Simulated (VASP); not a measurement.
**HgTe: single point with PBE**

HgTe:

```
CELL_PARAMETERS angstrom
0.00000 2.92150 2.92150
2.92150 0.00000 2.92150
2.92150 2.92150 0.00000
ATOMIC_POSITIONS crystal
Hg 0.00000 0.00000 0.00000
Te 0.50000 0.50000 0.50000
```

* Program: VASP 6.6.1
* Task: single point
* Functional: PBE
* Potentials or basis: VASP PAW PBE potentials, release 64 (Hg, Te)
* Cutoff: 520 eV
* k mesh: 10 × 10 × 10
* Occupations: fermi-dirac, width 0.08 eV
* Spin: no spin polarisation

| Quantity | Value |
| --- | --- |
| Pressure | 10.6 GPa |
| Band gap on the k mesh | zero (band 9 reaches 6.37 eV, above the bottom of band 10 at 3.13 eV) |

Levels at points of the mesh, in eV from the Fermi level:
```csv
k point,band 7,band 8,band 9,band 10,band 11,band 12
"(0.00, 0.00, 0.00)",-0.90,-0.90,-0.90,-0.35,7.72,7.72
"(0.50, 0.00, 0.00)",-6.06,0.43,0.43,2.48,3.76,3.76
"(0.50, 0.50, 0.00)",-5.18,-2.92,-2.81,-2.81,4.66,9.90
```

Wall time 31 s on 1 thread of Intel(R) Xeon(R) Platinum 8375C CPU @ 2.90GHz (Ice Lake), with other jobs on the host, peak memory 0.2 GiB.

Caveat: spin-orbit coupling is left out, which moves the levels of the heavy elements.
